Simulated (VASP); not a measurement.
Crystal: Si4C.

```
Si C
1.0
     2.78959    0.00000    0.00000
    -1.39479    2.41585    0.00000
     0.00000    0.00000   21.84173
Si C
8 2
Direct
  0.33333 0.66667 0.85000
  0.33333 0.66667 0.05000
  0.33333 0.66667 0.45000
  0.33333 0.66667 0.65000
  0.66667 0.33333 0.95000
  0.66667 0.33333 0.15000
  0.66667 0.33333 0.35000
  0.66667 0.33333 0.55000
  0.33333 0.66667 0.25000
  0.66667 0.33333 0.75000
```

```yaml
Program: VASP 6.6.1
Task: relaxation of cell and atoms
Functional: PBE
Potentials_or_basis: VASP PAW PBE potentials, release 64 (Si, C)
Cutoff: 600 eV
k_mesh: 6 × 6 × 1
Occupations: gaussian, width 0.1 eV
Spin: no spin polarisation
```

At the start: pressure -10.0 GPa; volume 14.72 Å³/atom.

How do energy, volume and symmetry change on relaxing?

Over 22 steps the energy falls by 798.8 meV/atom and the volume is 12.59 Å³/atom (-14.5 %); space group P6_3/mmc (No. 194, to 0.05 Å).

Step by step:
```csv
step,energy change (eV),largest force (eV/Å),pressure (GPa),volume (Å³)
1,0.0000,1.4381,-9.97,147.20
2,-1.4509,1.9584,0.17,128.30
3,-1.6759,2.2470,8.21,119.52
4,-3.5326,2.9879,5.06,118.81
5,-4.2723,7.2892,26.77,114.12
6,-5.6108,2.5525,7.28,117.71
7,-7.2273,2.1409,11.13,116.14
8,-7.1653,2.1762,13.55,115.64
9,-7.2452,2.1938,11.96,115.94
10,-6.8453,3.4142,-0.82,131.56
11,-7.6852,1.0999,4.97,122.03
12,-7.6834,1.7210,-5.46,130.24
13,-7.9531,0.4106,-1.08,125.96
14,-7.9544,0.3267,-0.73,125.70
15,-7.9730,0.1645,0.15,125.15
16,-7.9790,0.0796,0.89,124.76
17,-7.9717,0.1902,2.11,123.97
18,-7.9801,0.0351,1.20,124.59
19,-7.9864,0.0435,-0.04,125.96
20,-7.9872,0.0502,0.25,125.66
21,-7.9876,0.0620,-0.01,126.10
22,-7.9879,0.0174,0.09,125.92
```

Final structure:
```xyz
10
Lattice="2.9306 0.0000 0.0000 -1.4653 2.5379 0.0000 0.0000 0.0000 16.9308" Properties=species:S:1:pos:R:3 pbc="T T T"
Si    0.0000    1.6920   13.9150
Si    0.0000    1.6920    0.9425
Si    0.0000    1.6920    7.5229
Si    0.0000    1.6920   11.4811
Si    1.4653    0.8460   15.9883
Si    1.4653    0.8460    3.0157
Si    1.4653    0.8460    5.4497
Si    1.4653    0.8460    9.4078
C     0.0000    1.6920    4.2327
C     1.4653    0.8460   12.6981
```

Caveat: the k points lie up to 0.41 Å⁻¹ apart in the final cell.
